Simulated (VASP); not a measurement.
# Ti (P6_3/mmc) in VASP: further runs

Ti is run at these levels: PBE; tasks: single point, relaxation of cell and atoms.

Everything below comes from runs of VASP 6.6.1. Logs are shortened: lines on timing, memory, paths and dates and some standing lists are left out, and cuts for length are marked.

## 1. The cell of the first run

The structure is hexagonal, space group P6_3/mmc (No. 194). The conventional cell has a = 2.939 Å, b = 2.939 Å, c = 4.649 Å, α = 90.00°, β = 90.00°, γ = 120.00°. Within 3.8 Å of Ti (site symmetry -6m2) lie 12 Ti at 2.88 to 2.94 Å.

## 2. Single point, PBE

INCAR reads:

```
ALGO = Fast ; EDIFF = 1E-6
ENCUT = 520 ; GGA = PE
ISIF = 2 ; ISMEAR = 0
LASPH = True ; LCHARG = False
LREAL = False ; LWAVE = False
NBANDS = 19 ; NELM = 100
PREC = Accurate ; SIGMA = 0.1
```

KPOINTS reads:

```
k-points
0
Gamma
  18 18 10
```

POSCAR reads:

```
Ti
1.0
    2.9390512723      0.0000000000      0.0000000000
   -1.4695256361      2.5452930649      0.0000000000
    0.0000000000      0.0000000000      4.6493578555
Ti
2
Direct
    0.3333333333      0.6666666667      0.2500000000
    0.6666666667      0.3333333333      0.7500000000
```

Potentials or basis: VASP PAW PBE potentials, release 64 (Ti_sv).

Command:

```
$ cat potpaw_PBE.64/Ti_sv/POTCAR > POTCAR
$ mpirun -np 1 vasp_std > vasp.out
```

OUTCAR:

```text
EDIFF = 1E-6
   ENCUT = 520
   GGA = PE
   ISIF = 2
   ISMEAR = 0
   LASPH = True
   LREAL = False
   NELM = 100
   PREC = Accurate

 ion  position               nearest neighbor table
   1  0.333  0.667  0.250-   2 2.88   2 2.88   2 2.88   2 2.88   2 2.88   2 2.88
   2  0.667  0.333  0.750-   1 2.88   1 2.88   1 2.88   1 2.88   1 2.88   1 2.88

  LATTYP: Found a hexagonal cell.
 ALAT       =     2.9390512723
 C/A-ratio  =     1.5819247181

  Lattice vectors:

 A1 = (   2.9390512723,   0.0000000000,   0.0000000000)
 A2 = (  -1.4695256361,   2.5452930649,   0.0000000000)
 A3 = (   0.0000000000,   0.0000000000,   4.6493578555)

Analysis of symmetry for initial positions (statically):
=====================================================================
 Subroutine PRICEL returns:
 Original cell was already a primitive cell.

 Routine SETGRP: Setting up the symmetry group for a
 hexagonal supercell.

 Subroutine GETGRP returns: Found 24 space group operations
 (whereof 12 operations were pure point group operations)
 out of a pool of 24 trial point group operations.

The static configuration has the point symmetry D_3d.
 The point group associated with its full space group is D_6h.

Analysis of symmetry for dynamics (positions and initial velocities):
=====================================================================
 Subroutine PRICEL returns:
 Original cell was already a primitive cell.

 Routine SETGRP: Setting up the symmetry group for a
 hexagonal supercell.

 Subroutine GETGRP returns: Found 24 space group operations
 (whereof 12 operations were pure point group operations)
 out of a pool of 24 trial point group operations.

The dynamic configuration has the point symmetry D_3d.
 The point group associated with its full space group is D_6h.

 Subroutine INISYM returns: Found 24 space group operations
 (whereof 12 operations are pure point group operations),
 and found     1 'primitive' translations

----------------------------------------------------------------------------------------

                                     Primitive cell

  volume of cell :      34.7807

  direct lattice vectors                    reciprocal lattice vectors
     2.939051272  0.000000000  0.000000000     0.340245851  0.196441033  0.000000000
    -1.469525636  2.545293065  0.000000000     0.000000000  0.392882067  0.000000000
     0.000000000  0.000000000  4.649357855     0.000000000  0.000000000  0.215083466

  length of vectors
     2.939051272  2.939051272  4.649357855     0.392882067  0.392882067  0.215083466

  position of ions in fractional coordinates (direct lattice)
     0.333333333  0.666666667  0.250000000
     0.666666667  0.333333333  0.750000000

  ion indices of the primitive-cell ions
   primitive index   ion index
                 1           1
                 2           2

----------------------------------------------------------------------------------------

 KPOINTS: k-points

Automatic generation of k-mesh.
 Grid dimensions read from file:
 generate k-points for:   18   18   10

 Generating k-lattice:

  Cartesian coordinates                     Fractional coordinates (reciprocal lattice)
     0.018902547  0.010913391  0.000000000     0.055555556  0.000000000  0.000000000
     0.000000000  0.021826781  0.000000000     0.000000000  0.055555556  0.000000000
     0.000000000  0.000000000  0.021508347     0.000000000  0.000000000  0.100000000

  Length of vectors
     0.021826781  0.021826781  0.021508347

  Shift w.r.t. Gamma in fractional coordinates (k-lattice)
     0.000000000  0.000000000  0.000000000

 Subroutine IBZKPT returns following result:
 ===========================================

 Found    222 irreducible k-points:

 Following reciprocal coordinates:
            Coordinates               Weight
  0.000000  0.000000  0.000000      1.000000
  0.055556  0.000000  0.000000      6.000000
  0.111111  0.000000  0.000000      6.000000
  0.166667  0.000000  0.000000      6.000000
  0.222222  0.000000  0.000000      6.000000
  0.277778  0.000000  0.000000      6.000000
[... 16 lines left out ...]
  0.333333  0.111111  0.000000     12.000000
  0.388889  0.111111  0.000000     12.000000
 [... further k-points ...]
   k-points           NKPTS =    222   k-points in BZ     NKDIM =    222   number of bands    NBANDS=     19
   number of dos      NEDOS =    301   number of ions     NIONS =      2
   total plane-waves  NPLWV =  20736
   dimension x,y,z NGX =    24 NGY =   24 NGZ =   36
   dimension x,y,z NGXF=    48 NGYF=   48 NGZF=   72
   ions per type =               2
   NGX,Y,Z   is equivalent  to a cutoff of  13.58, 13.58, 12.87 a.u.
   NGXF,Y,Z  is equivalent  to a cutoff of  27.15, 27.15, 25.74 a.u.
 SYSTEM =  unknown system
   PREC   = accura    normal or accurate (medium, high low for compatibility)
   ISTART =      0    job   : 0-new  1-cont  2-samecut
   ICHARG =      2    charge: 1-file 2-atom 10-const
   ISPIN  =      1    spin polarized calculation?
   LNONCOLLINEAR =      F non collinear calculations
   LSORBIT =      F    spin-orbit coupling
   LASPH  =      T    aspherical Exc in radial PAW
   ENCUT  =  520.0 eV  38.22 Ry    6.18 a.u.   5.46  5.46  8.64*2*pi/ulx,y,z
   NELM   =    100;   NELMIN=  2; NELMDL= -5     # of ELM steps
   EDIFF  = 0.1E-05   stopping-criterion for ELM
   LREAL  =      F    real-space projection
   EDIFFG = 0.1E-04   stopping-criterion for IOM
   NSW    =      0    number of steps for IOM
   IBRION =     -1    ionic relax: 0-MD 1-quasi-New 2-CG
   NFREE  =      0    steps in history (QN), initial steepest desc. (CG)
   ISIF   =      2    stress and relaxation
   ISYM   =      2    0-nonsym 1-usesym 2-fastsym
   POTIM  = 0.5000    time-step for ionic-motion
   TEBEG  =    0.0;   TEEND  =   0.0 temperature during run
   PSTRESS=    0.0 pullay stress
   NELECT =      24.0000    total number of electrons
   NUPDOWN=      -1.0000    fix difference up-down
   EMIN   =  10.00;   EMAX   =-10.00  energy-range for DOS
   EFERMI =   0.00;   METHOD = LEGACY
   ISMEAR =     0;   SIGMA  =   0.10  broadening in eV -4-tet -1-fermi 0-gaus
   EFERMI_NEDOS =   21; number of points for ismear=-14 and -15
   IALGO  =     68    algorithm
   IMIX   =      4    mixing-type and parameters
     AMIX     =   0.40;   BMIX     =  1.00
     AMIX_MAG =   1.60;   BMIX_MAG =  1.00
  volume/ion in A,a.u.               =      17.39       117.36
  Fermi-wavevector in a.u.,A,eV,Ry     =   1.446658  2.733788 28.474544  2.092820
  Thomas-Fermi vector in A             =   2.564702
   LORBIT       =      0    0 simple, 1 ext, 2 COOP (PROOUT), +10 PAW based schemes
   GGA     = PE    functional components
   LHFCALC =     F    Hartree Fock is set to
   AEXX    =    0.0000 exact exchange contribution
   IVDW    =     0    specifies the selected vdW correction
   LEPSILON=     F    determine dielectric tensor
   LRPA    =     F    only Hartree local field effects (RPA)
 non-spin polarized calculation
 RMM-DIIS sequential band-by-band and
 Gauss-broadening in eV      SIGMA  =   0.10
  energy-cutoff  :      520.00
  volume of cell :       34.78
 maximum number of plane-waves:       965
 NGX is ok and might be reduce to    24
   NGX = 11   NGY = 11   NGZ = 17

 number of electron      24.0000002 magnetization

 Free energy of the ion-electron system (eV)
  ---------------------------------------------------
  ext. energy  EPLUGINS =         0.00000000
  ---------------------------------------------------
  free energy    TOTEN  =       -15.67725277 eV

  energy without entropy =      -15.66783184  energy(sigma->0) =      -15.67254230

 E-fermi :   8.3334     XC(G=0): -11.4918

 val. band max:        8.3235620262   @ k =   0.1667   0.0000   0.1000
 cond. band min:       8.3500026678   @ k =   0.0556   0.0000   0.5000
 fundamental gap:      0.0264406416
 Fermi energy:         8.3333688398

 k-point     1 :       0.0000    0.0000    0.0000
  band No.  band energies     occupation
      1     -48.5419      2.00000
      2     -48.4053      2.00000
      3     -25.1298      2.00000
      4     -24.4882      2.00000
      5     -24.4882      2.00000
      6     -24.4233      2.00000
[... 11 lines left out ...]
     18       9.9367      0.00000
     19      11.4671      0.00000

 k-point     2 :       0.0556    0.0000    0.0000
  band No.  band energies     occupation
      1     -48.5389      2.00000
      2     -48.4042      2.00000
      3     -25.1230      2.00000
      4     -24.5021      2.00000
      5     -24.4929      2.00000
      6     -24.4261      2.00000
[... 11 lines left out ...]
     18       9.8875      0.00000
     19      11.4939      0.00000

 k-point     3 :       0.1111    0.0000    0.0000
  band No.  band energies     occupation
      1     -48.5301      2.00000
      2     -48.4008      2.00000
      3     -25.1031      2.00000
      4     -24.5420      2.00000
      5     -24.5061      2.00000
      6     -24.4431      2.00000
[... 11 lines left out ...]
     18       9.8074      0.00000
     19      11.5612      0.00000

 k-point     4 :       0.1667    0.0000    0.0000
  band No.  band energies     occupation
      1     -48.5163      2.00000
      2     -48.3959      2.00000
      3     -25.0714      2.00000
      4     -24.6037      2.00000
      5     -24.5259      2.00000
      6     -24.5053      2.00000
[... 11 lines left out ...]
     18      10.0603      0.00000
     19      11.6437      0.00000

 k-point     5 :       0.2222    0.0000    0.0000
  band No.  band energies     occupation
      1     -48.4989      2.00000
      2     -48.3903      2.00000
      3     -25.0299      2.00000
      4     -24.6798      2.00000
      5     -24.5797      2.00000
      6     -24.5494      2.00000
[... 11 lines left out ...]
     18      10.3872      0.00000
     19      11.7217      0.00000

 k-point     6 :       0.2778    0.0000    0.0000
  band No.  band energies     occupation
      1     -48.4796      2.00000
      2     -48.3852      2.00000
      3     -24.9814      2.00000
      4     -24.7614      2.00000
      5     -24.6569      2.00000
      6     -24.5737      2.00000
[... 11 lines left out ...]
     18      10.7603      0.00000
     19      11.7858      0.00000

 k-point     7 :       0.3333    0.0000    0.0000
  band No.  band energies     occupation
      1     -48.4601      2.00000
      2     -48.3816      2.00000
      3     -24.9298      2.00000
      4     -24.8384      2.00000
      5     -24.7277      2.00000
      6     -24.5961      2.00000
[... 11 lines left out ...]
     18      11.1443      0.00000
     19      11.8331      0.00000

 k-point     8 :       0.3889    0.0000    0.0000
  band No.  band energies     occupation
      1     -48.4428      2.00000
      2     -48.3801      2.00000
      3     -24.9013      2.00000
      4     -24.8802      2.00000
      5     -24.7844      2.00000
      6     -24.6141      2.00000
[... 256 lines left out ...]
 k-point    20 :       0.1667    0.1111    0.0000
  band No.  band energies     occupation
      1     -48.4920      2.00000
      2     -48.3883      2.00000
      3     -25.0128      2.00000
      4     -24.6842      2.00000
      5     -24.6422      2.00000
      6     -24.5328      2.00000
[... 11 lines left out ...]
     18      10.6660      0.00000
     19      11.6951      0.00000

 k-point    21 :       0.2222    0.1111    0.0000
  band No.  band energies     occupation
      1     -48.4734      2.00000
      2     -48.3839      2.00000
      3     -24.9656      2.00000
      4     -24.7581      2.00000
      5     -24.6973      2.00000
      6     -24.5699      2.00000
[... 11 lines left out ...]
     18      11.0969      0.00000
     19      11.7358      0.00000

 k-point    22 :       0.2778    0.1111    0.0000
  band No.  band energies     occupation
      1     -48.4547      2.00000
      2     -48.3809      2.00000
      3     -24.9150      2.00000
      4     -24.8300      2.00000
      5     -24.7456      2.00000
      6     -24.6054      2.00000
[... 11 lines left out ...]
     18      11.5615      0.00000
     19      11.7672      0.00000

 k-point    23 :       0.3333    0.1111    0.0000
  band No.  band energies     occupation
      1     -48.4380      2.00000
      2     -48.3799      2.00000
      3     -24.8888      2.00000
      4     -24.8658      2.00000
      5     -24.7844      2.00000
      6     -24.6342      2.00000
[... 11 lines left out ...]
     18      11.7882      0.00000
     19      12.0423      0.00000

 k-point    24 :       0.3889    0.1111    0.0000
  band No.  band energies     occupation
      1     -48.4255      2.00000
      2     -48.3808      2.00000
      3     -24.9270      2.00000
      4     -24.8261      2.00000
      5     -24.8096      2.00000
      6     -24.6527      2.00000
[... 11 lines left out ...]
     18      11.7999      0.00000
     19      12.5286      0.00000

 [... further k-points ...]
[... 5 lines left out ...]
  --------------------------------------------------------------------------------------
  -------------------------------------------------------------------------------------
  Total       -0.1463732     -0.1463732     -0.1445130     -0.0000000      0.0000000     -0.0000000
  in kB       -6.7427051     -6.7427051     -6.6570168     -0.0000000      0.0000000     -0.0000000
  external PRESSURE =      -6.7141424 kB  Pullay stress =       0.0000000 kB

 VOLUME and BASIS-vectors are now :
 -----------------------------------------------------------------------------
  energy-cutoff  :      520.00
  volume of cell :       34.78
      direct lattice vectors                 reciprocal lattice vectors
     2.939051272  0.000000000  0.000000000     0.340245851  0.196441033  0.000000000
    -1.469525636  2.545293065  0.000000000     0.000000000  0.392882067  0.000000000
     0.000000000  0.000000000  4.649357855     0.000000000  0.000000000  0.215083466

 POSITION                                       TOTAL-FORCE (eV/Angst)
 -----------------------------------------------------------------------------------
     -0.00000      1.69686      1.16234         0.000000      0.000000      0.000000
      1.46953      0.84843      3.48702        -0.000000      0.000000      0.000000
 -----------------------------------------------------------------------------------
    total drift:                               -0.000000      0.000000     -0.000000

  FREE ENERGIE OF THE ION-ELECTRON SYSTEM (eV)
  ---------------------------------------------------
  free  energy   TOTEN  =       -15.6772527711 eV

  energy  without entropy=      -15.6678318383  energy(sigma->0) =      -15.67254230
```

It took 3.6 min on 1 thread of Intel Xeon Platinum 8488C (Sapphire Rapids), shared host; peak memory 0.24 GiB.

What came out:

- Free energy: -15.6773 eV
- Pressure: -0.7 GPa
- Band gap on the k mesh: zero (bands 12 and 13 overlap by 1.10 eV)

Levels at points of the mesh, in eV from the Fermi level:
| k point | band 10 | band 11 | band 12 | band 13 | band 14 | band 15 |
| --- | --- | --- | --- | --- | --- | --- |
| (0.00, 0.00, 0.00) | -2.70 | 0.76 | 0.76 | 0.77 | 0.88 | 1.26 |
| (0.50, 0.00, 0.00) | -2.16 | -1.85 | -0.65 | 0.46 | 0.62 | 1.17 |
| (0.00, 0.00, 0.50) | -4.36 | 0.08 | 0.08 | 0.67 | 0.67 | 0.67 |
| (0.50, 0.00, 0.50) | -2.55 | -0.82 | -0.82 | 1.31 | 1.31 | 1.71 |

(Part 1 of 2 ends here.)
